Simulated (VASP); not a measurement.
A run of VASP 6.6.1:

File INCAR:

```
PREC = Accurate
ENCUT = 600
EDIFF = 1E-6
ISMEAR = 0
SIGMA = 0.05
LREAL = False
LASPH = True
NELM = 120
ALGO = Normal
ISIF = 2
LWAVE = False
LCHARG = False
GGA = CA
NBANDS = 14
GGA_COMPAT = False
```

Contents of KPOINTS:

```
regular mesh
0
Gamma
  6 6 6
```

The input POSCAR:

```
HfC
1.0
    0.0000000000      2.2863928633      2.2863928633
    2.2863928633      0.0000000000      2.2863928633
    2.2863928633      2.2863928633      0.0000000000
Hf C
1 1
Direct
    0.0000000000      0.0000000000      0.0000000000
    0.5000000000      0.5000000000      0.5000000000
```

Potentials or basis: VASP PAW LDA potentials, release 64 (Hf_pv, C).

Run with:

```console
$ cat potpaw_LDA.64/Hf_pv/POTCAR potpaw_LDA.64/C/POTCAR > POTCAR
$ mpirun -np 1 vasp_std > vasp.out
```

Hardware: 1 thread of Intel Xeon 8259CL (shared host).

**Question.** Estimate the wall time of this run.

**Answer.** It took 12 s on 1 thread of Intel Xeon 8259CL, with other jobs on the host, peak memory 0.14 GiB. Counts: scf iterations 12, k points 16.
